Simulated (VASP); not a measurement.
# CdTe (Fm-3m) in VASP: notebook

CdTe is run at these levels: revPBE+D4, LDA, RPBE+D4; tasks: single point.

Everything below comes from runs of VASP 6.6.1. Logs are shortened: lines on timing, memory, paths and dates and some standing lists are left out, and cuts for length are marked.

### 1 The cell of the first run

Symmetry: Fm-3m, No. 225, cubic system. The conventional cell has a = 5.937 Å, b = 5.937 Å, c = 5.937 Å, α = 90.00°, β = 90.00°, γ = 90.00°. Cd (site symmetry m-3m) has 6 Te at 2.97 Å within 3.9 Å. Within 3.9 Å of Te (site symmetry m-3m) lie 6 Cd at 2.97 Å.

### 2 Single point, revPBE+D4 (volume scaled by 0.96)

INCAR reads:

```
SYSTEM = CdTe
PREC = Accurate
ENCUT = 520
EDIFF = 1E-6
ISMEAR = 0
SIGMA = 0.05
LREAL = .False.
LASPH = .True.
NELM = 100
ALGO = Normal
ISIF = 2
LWAVE = .False.
LCHARG = .True.
GGA = RE
IVDW = 13
LELF = .True.
LVHAR = .True.
NBANDS = 16
```

KPOINTS reads:

```
regular mesh
0
Gamma
  6 6 6
  0 0 0
```

POSCAR reads:

```
CdTe
1.0
    0.0000000000      2.9687194001      2.9687194001
    2.9687194001      0.0000000000      2.9687194001
    2.9687194001      2.9687194001      0.0000000000
Cd Te
1 1
Direct
    0.5000000000      0.5000000000      0.5000000000
    0.0000000000      0.0000000000      0.0000000000
```

Potentials or basis: VASP PAW PBE potentials, release 64 (Cd, Te).

On the command line:

```
cat potpaw_PBE.64/Cd/POTCAR potpaw_PBE.64/Te/POTCAR > POTCAR
mpirun -np 1 vasp_std > vasp.out
```

OUTCAR:

```text
SYSTEM = CdTe
   PREC = Accurate
   ENCUT = 520
   EDIFF = 1E-6
   ISMEAR = 0
   LREAL = .False.
   LASPH = .True.
   NELM = 100
   ISIF = 2
   GGA = RE
   IVDW = 13

 ion  position               nearest neighbor table
   1  0.500  0.500  0.500-   2 2.97   2 2.97   2 2.97   2 2.97   2 2.97   2 2.97
   2  0.000  0.000  0.000-   1 2.97   1 2.97   1 2.97   1 2.97   1 2.97   1 2.97

  LATTYP: Found a face centered cubic cell.
 ALAT       =     5.9374388002

  Lattice vectors:

 A1 = (   0.0000000000,   2.9687194001,   2.9687194001)
 A2 = (   2.9687194001,   0.0000000000,   2.9687194001)
 A3 = (   2.9687194001,   2.9687194001,   0.0000000000)

Analysis of symmetry for initial positions (statically):
=====================================================================
 Subroutine PRICEL returns:
 Original cell was already a primitive cell.

 Routine SETGRP: Setting up the symmetry group for a
 face centered cubic supercell.

 Subroutine GETGRP returns: Found 48 space group operations
 (whereof 48 operations were pure point group operations)
 out of a pool of 48 trial point group operations.

The static configuration has the point symmetry O_h .

Analysis of symmetry for dynamics (positions and initial velocities):
=====================================================================
 Subroutine PRICEL returns:
 Original cell was already a primitive cell.

 Routine SETGRP: Setting up the symmetry group for a
 face centered cubic supercell.

 Subroutine GETGRP returns: Found 48 space group operations
 (whereof 48 operations were pure point group operations)
 out of a pool of 48 trial point group operations.

The dynamic configuration has the point symmetry O_h .

 Subroutine INISYM returns: Found 48 space group operations
 (whereof 48 operations are pure point group operations),
 and found     1 'primitive' translations

----------------------------------------------------------------------------------------

                                     Primitive cell

  volume of cell :      52.3284

  direct lattice vectors                    reciprocal lattice vectors
     0.000000000  2.968719400  2.968719400    -0.168422789  0.168422789  0.168422789
     2.968719400  0.000000000  2.968719400     0.168422789 -0.168422789  0.168422789
     2.968719400  2.968719400  0.000000000     0.168422789  0.168422789 -0.168422789

  length of vectors
     4.198403239  4.198403239  4.198403239     0.291716827  0.291716827  0.291716827

  position of ions in fractional coordinates (direct lattice)
     0.500000000  0.500000000  0.500000000
     0.000000000  0.000000000  0.000000000

  ion indices of the primitive-cell ions
   primitive index   ion index
                 1           1
                 2           2

----------------------------------------------------------------------------------------

 KPOINTS: regular mesh

Automatic generation of k-mesh.
 Grid dimensions read from file:
 generate k-points for:    6    6    6

 Generating k-lattice:

  Cartesian coordinates                     Fractional coordinates (reciprocal lattice)
    -0.028070465  0.028070465  0.028070465     0.166666667  0.000000000  0.000000000
     0.028070465 -0.028070465  0.028070465     0.000000000  0.166666667  0.000000000
     0.028070465  0.028070465 -0.028070465     0.000000000  0.000000000  0.166666667

  Length of vectors
     0.048619471  0.048619471  0.048619471

  Shift w.r.t. Gamma in fractional coordinates (k-lattice)
     0.000000000  0.000000000  0.000000000

 Subroutine IBZKPT returns following result:
 ===========================================

 Found     16 irreducible k-points:

 Following reciprocal coordinates:
            Coordinates               Weight
  0.000000  0.000000  0.000000      1.000000
  0.166667  0.000000  0.000000      8.000000
  0.333333  0.000000  0.000000      8.000000
  0.500000  0.000000  0.000000      4.000000
  0.166667  0.166667  0.000000      6.000000
  0.333333  0.166667  0.000000     24.000000
[... 8 lines left out ...]
 -0.333333  0.333333  0.166667     24.000000
 -0.333333  0.500000  0.166667     12.000000
   k-points           NKPTS =     16   k-points in BZ     NKDIM =     16   number of bands    NBANDS=     16
   number of dos      NEDOS =    301   number of ions     NIONS =      2
   total plane-waves  NPLWV =  32768
   dimension x,y,z NGX =    32 NGY =   32 NGZ =   32
   dimension x,y,z NGXF=    64 NGYF=   64 NGZF=   64
   ions per type =               1   1
   NGX,Y,Z   is equivalent  to a cutoff of  12.67, 12.67, 12.67 a.u.
   NGXF,Y,Z  is equivalent  to a cutoff of  25.34, 25.34, 25.34 a.u.
 SYSTEM =  CdTe
   PREC   = accura    normal or accurate (medium, high low for compatibility)
   ISTART =      0    job   : 0-new  1-cont  2-samecut
   ICHARG =      2    charge: 1-file 2-atom 10-const
   ISPIN  =      1    spin polarized calculation?
   LNONCOLLINEAR =      F non collinear calculations
   LSORBIT =      F    spin-orbit coupling
   LASPH  =      T    aspherical Exc in radial PAW
   ENCUT  =  520.0 eV  38.22 Ry    6.18 a.u.   7.81  7.81  7.81*2*pi/ulx,y,z
   NELM   =    100;   NELMIN=  2; NELMDL= -5     # of ELM steps
   EDIFF  = 0.1E-05   stopping-criterion for ELM
   LREAL  =      F    real-space projection
   EDIFFG = 0.1E-04   stopping-criterion for IOM
   NSW    =      0    number of steps for IOM
   IBRION =     -1    ionic relax: 0-MD 1-quasi-New 2-CG
   NFREE  =      0    steps in history (QN), initial steepest desc. (CG)
   ISIF   =      2    stress and relaxation
   ISYM   =      2    0-nonsym 1-usesym 2-fastsym
   POTIM  = 0.5000    time-step for ionic-motion
   TEBEG  =    0.0;   TEEND  =   0.0 temperature during run
   PSTRESS=    0.0 pullay stress
   NELECT =      18.0000    total number of electrons
   NUPDOWN=      -1.0000    fix difference up-down
   EMIN   =  10.00;   EMAX   =-10.00  energy-range for DOS
   EFERMI =   0.00;   METHOD = LEGACY
   ISMEAR =     0;   SIGMA  =   0.05  broadening in eV -4-tet -1-fermi 0-gaus
   EFERMI_NEDOS =   21; number of points for ismear=-14 and -15
   IALGO  =     38    algorithm
   IMIX   =      4    mixing-type and parameters
     AMIX     =   0.40;   BMIX     =  1.00
     AMIX_MAG =   1.60;   BMIX_MAG =  1.00
  volume/ion in A,a.u.               =      26.16       176.56
  Fermi-wavevector in a.u.,A,eV,Ry     =   1.147061  2.167631 17.901851  1.315749
  Thomas-Fermi vector in A             =   2.283743
   LORBIT       =      0    0 simple, 1 ext, 2 COOP (PROOUT), +10 PAW based schemes
   GGA     = RE    functional components
   LHFCALC =     F    Hartree Fock is set to
   AEXX    =    0.0000 exact exchange contribution
   IVDW    =    13    specifies the selected vdW correction
   LEPSILON=     F    determine dielectric tensor
   LRPA    =     F    only Hartree local field effects (RPA)
 non-spin polarized calculation
 Gauss-broadening in eV      SIGMA  =   0.05
  energy-cutoff  :      520.00
  volume of cell :       52.33
 maximum number of plane-waves:      1420
   NGX = 15   NGY = 15   NGZ = 15

 number of electron      18.0000000 magnetization

 Free energy of the ion-electron system (eV)
  ---------------------------------------------------
  ext. energy  EPLUGINS =         0.00000000
  ---------------------------------------------------
  free energy    TOTEN  =        -3.66371205 eV

  energy without entropy =       -3.66164274  energy(sigma->0) =       -3.66267739

 E-fermi :   4.9903     XC(G=0): -10.0267

 val. band max:        4.9598319839   @ k =   0.3333   0.3333   0.0000
 cond. band min:       5.0035781975   @ k =  -0.1667   0.1667   0.0000
 fundamental gap:      0.0437462136
 Fermi energy:         4.9903045604

 k-point     1 :       0.0000    0.0000    0.0000
  band No.  band energies     occupation
      1      -7.2008      2.00000
      2      -3.6335      2.00000
      3      -3.6335      2.00000
      4      -3.5893      2.00000
      5      -3.5893      2.00000
      6      -3.5893      2.00000
[... 8 lines left out ...]
     15      12.9241      0.00000
     16      12.9241      0.00000

 k-point     2 :       0.1667    0.0000    0.0000
  band No.  band energies     occupation
      1      -6.9496      2.00000
      2      -3.6801      2.00000
      3      -3.6801      2.00000
      4      -3.6030      2.00000
      5      -3.5657      2.00000
      6      -3.5657      2.00000
[... 8 lines left out ...]
     15      12.8306      0.00000
     16      12.8306      0.00000

 k-point     3 :       0.3333    0.0000    0.0000
  band No.  band energies     occupation
      1      -6.3214      2.00000
      2      -3.7770      2.00000
      3      -3.7770      2.00000
      4      -3.6533      2.00000
      5      -3.5112      2.00000
      6      -3.5112      2.00000
[... 8 lines left out ...]
     15      14.3854      0.00000
     16      14.3854      0.00000

 k-point     4 :       0.5000    0.0000    0.0000
  band No.  band energies     occupation
      1      -5.8912      2.00000
      2      -3.8247      2.00000
      3      -3.8247      2.00000
      4      -3.7133      2.00000
      5      -3.4832      2.00000
      6      -3.4832      2.00000
[... 8 lines left out ...]
     15      16.2369      0.00000
     16      16.2369      0.00000
[... 172 lines left out ...]
 k-point    14 :       0.5000    0.3333    0.1667
  band No.  band energies     occupation
      1      -6.1611      2.00000
      2      -3.7123      2.00000
      3      -3.6235      2.00000
      4      -3.5888      2.00000
      5      -3.4827      2.00000
      6      -3.3203      2.00000
[... 8 lines left out ...]
     15      16.4995      0.00000
     16      16.6385      0.00000

 k-point    15 :      -0.3333    0.3333    0.1667
  band No.  band energies     occupation
      1      -6.0176      2.00000
      2      -3.7492      2.00000
      3      -3.6027      2.00000
      4      -3.5796      2.00000
      5      -3.4567      2.00000
      6      -3.0650      2.00000
[... 8 lines left out ...]
     15      15.1491      0.00000
     16      17.6780      0.00000

 k-point    16 :      -0.3333    0.5000    0.1667
  band No.  band energies     occupation
      1      -6.1005      2.00000
      2      -3.6781      2.00000
      3      -3.6339      2.00000
      4      -3.5166      2.00000
      5      -3.4339      2.00000
      6      -2.7299      2.00000
[... 8 lines left out ...]
     15      16.7059      0.00000
     16      18.2501      0.00000

------------------------ aborting loop because EDIFF is reached ----------------------------------------

  DFT-D4 for vdW energy calculation

  Edisp (eV):   -1.55005

  FORCE on cell =-STRESS in cart. coord.  units (eV):
  Direction    XX          YY          ZZ          XY          YZ          ZX
  --------------------------------------------------------------------------------------
  -------------------------------------------------------------------------------------
  Total       0.86208     0.86208     0.86208    -0.00000     0.00000    -0.00000
  in kB      26.39493    26.39493    26.39493    -0.00000     0.00000    -0.00000
  external pressure =       26.39 kB  Pullay stress =        0.00 kB

 VOLUME and BASIS-vectors are now :
 -----------------------------------------------------------------------------
  energy-cutoff  :      520.00
  volume of cell :       52.33
      direct lattice vectors                 reciprocal lattice vectors
     0.000000000  2.968719400  2.968719400    -0.168422789  0.168422789  0.168422789
     2.968719400  0.000000000  2.968719400     0.168422789 -0.168422789  0.168422789
     2.968719400  2.968719400  0.000000000     0.168422789  0.168422789 -0.168422789

 POSITION                                       TOTAL-FORCE (eV/Angst)
 -----------------------------------------------------------------------------------
      2.96872      2.96872      2.96872        -0.000000      0.000000      0.000000
      0.00000      0.00000      0.00000         0.000000     -0.000000     -0.000000
 -----------------------------------------------------------------------------------
    total drift:                               -0.000000     -0.000000      0.000000

  FREE ENERGIE OF THE ION-ELECTRON SYSTEM (eV)
  ---------------------------------------------------
  free  energy   TOTEN  =        -5.2137572864 eV

  energy  without entropy=       -5.2116879777  energy(sigma->0) =       -5.21272263
```

It took 7.2 s on 1 thread of AMD EPYC 9R45 (Zen 5), shared host; peak memory 0.15 GiB.

Results:

```
Free energy                : -5.2138 eV
Pressure                   : 2.6 GPa
Band gap on the k mesh     : zero (band 9 reaches 5.00 eV, above the bottom of band 10 at 3.62 eV)
Dispersion energy per atom : -0.775 eV
```

Caveat: the PAW data sets were made with another functional, which shifts forces and pressure a little; spin-orbit coupling is left out, which moves the levels of the heavy elements; pairwise dispersion overbinds metals, which lowers pressure and volume.

### 3 Single point, LDA (volume scaled by 1.04)

INCAR reads:

```
SYSTEM = CdTe
  PREC = Accurate
  ENCUT = 520
  EDIFF = 1E-6
  ISMEAR = 0
  SIGMA = 0.05
  LREAL = .FALSE.
  LASPH = .TRUE.
  NELM = 100
  ALGO = Normal
  ISIF = 2
  LWAVE = .FALSE.
  LCHARG = .TRUE.
  LELF = .TRUE.
  LVHAR = .TRUE.
  NBANDS = 16
```

KPOINTS reads:

```
regular mesh
0
G
  6 6 6
  0 0 0
```

POSCAR reads:

```
CdTe
1.0
    0.0000000000      3.0060927199      3.0060927199
    3.0060927199      0.0000000000      3.0060927199
    3.0060927199      3.0060927199      0.0000000000
Cd Te
1 1
Direct
    0.5000000000      0.5000000000      0.5000000000
    0.0000000000      0.0000000000      0.0000000000
```

Potentials or basis: VASP PAW LDA potentials, release 64 (Cd, Te).

On the command line:

```
cat potpaw_LDA.64/Cd/POTCAR potpaw_LDA.64/Te/POTCAR > POTCAR
mpirun -np 1 vasp_std > vasp.out
```

OUTCAR:

```text
SYSTEM = CdTe
   PREC = Accurate
   ENCUT = 520
   EDIFF = 1E-6
   ISMEAR = 0
   LREAL = .FALSE.
   LASPH = .TRUE.
   NELM = 100
   ISIF = 2

 ion  position               nearest neighbor table
   1  0.500  0.500  0.500-   2 3.01   2 3.01   2 3.01   2 3.01   2 3.01   2 3.01
   2  0.000  0.000  0.000-   1 3.01   1 3.01   1 3.01   1 3.01   1 3.01   1 3.01

  LATTYP: Found a face centered cubic cell.
 ALAT       =     6.0121854398

  Lattice vectors:

 A1 = (   0.0000000000,   3.0060927199,   3.0060927199)
 A2 = (   3.0060927199,   0.0000000000,   3.0060927199)
 A3 = (   3.0060927199,   3.0060927199,   0.0000000000)

[... 477 lines left out ...]

  FORCE on cell =-STRESS in cart. coord.  units (eV):
  Direction    XX          YY          ZZ          XY          YZ          ZX
  --------------------------------------------------------------------------------------
  -------------------------------------------------------------------------------------
  Total       -0.6377636     -0.6377636     -0.6377636      0.0000000      0.0000000     -0.0000000
  in kB      -18.8075919    -18.8075919    -18.8075919      0.0000000      0.0000000     -0.0000000
  external PRESSURE =     -18.8075919 kB  Pullay stress =       0.0000000 kB

 VOLUME and BASIS-vectors are now :
 -----------------------------------------------------------------------------
  energy-cutoff  :      520.00
  volume of cell :       54.33
      direct lattice vectors                 reciprocal lattice vectors
     0.000000000  3.006092720  3.006092720    -0.166328868  0.166328868  0.166328868
     3.006092720  0.000000000  3.006092720     0.166328868 -0.166328868  0.166328868
     3.006092720  3.006092720  0.000000000     0.166328868  0.166328868 -0.166328868

 POSITION                                       TOTAL-FORCE (eV/Angst)
 -----------------------------------------------------------------------------------
      3.00609      3.00609      3.00609         0.000000      0.000000     -0.000000
      0.00000      0.00000      0.00000        -0.000000     -0.000000      0.000000
 -----------------------------------------------------------------------------------
    total drift:                                0.000000     -0.000000      0.000000

  FREE ENERGIE OF THE ION-ELECTRON SYSTEM (eV)
  ---------------------------------------------------
  free  energy   TOTEN  =        -5.7833476722 eV

  energy  without entropy=       -5.7810118556  energy(sigma->0) =       -5.78217976
```

stdout:

```text
POSCAR found type information on POSCAR CdTe
 POSCAR found :  2 types and       2 ions
 scaLAPACK will be used
 LDA part: xc-table for (Slater(with rela. corr.)+CA(PZ))
 , standard interpolation
 POSCAR, INCAR and KPOINTS ok, starting setup
 FFT: planning ... GRIDC
 FFT: planning ... GRID_SOFT
 FFT: planning ... GRID
 WAVECAR not read
 entering main loop
```

Run time: 5.7 s. Hardware: 1 thread of AMD EPYC 9R45 (Zen 5), shared host; peak memory 0.12 GiB.

What came out:

| Property | Result |
| --- | --- |
| Free energy | -5.7833 eV |
| Pressure | -1.9 GPa |
| Band gap on the k mesh | zero (band 9 reaches 4.34 eV, above the bottom of band 10 at 2.79 eV) |

Levels at points of the mesh, in eV from the Fermi level:
```csv
k point,band 6,band 7,band 8,band 9,band 10,band 11,band 12,band 13
"(0.00, 0.00, 0.00)",-8.40,-0.56,-0.56,-0.56,0.32,7.07,7.07,7.07
"(0.50, 0.00, 0.00)",-8.31,-5.50,-0.05,-0.05,2.56,3.82,3.82,4.82
"(0.50, 0.50, 0.00)",-7.53,-4.44,-2.28,-2.28,-1.51,4.11,9.26,9.26
```

Caveat: spin-orbit coupling is left out, which moves the levels of the heavy elements.

(Part 1 of 2 ends here.)
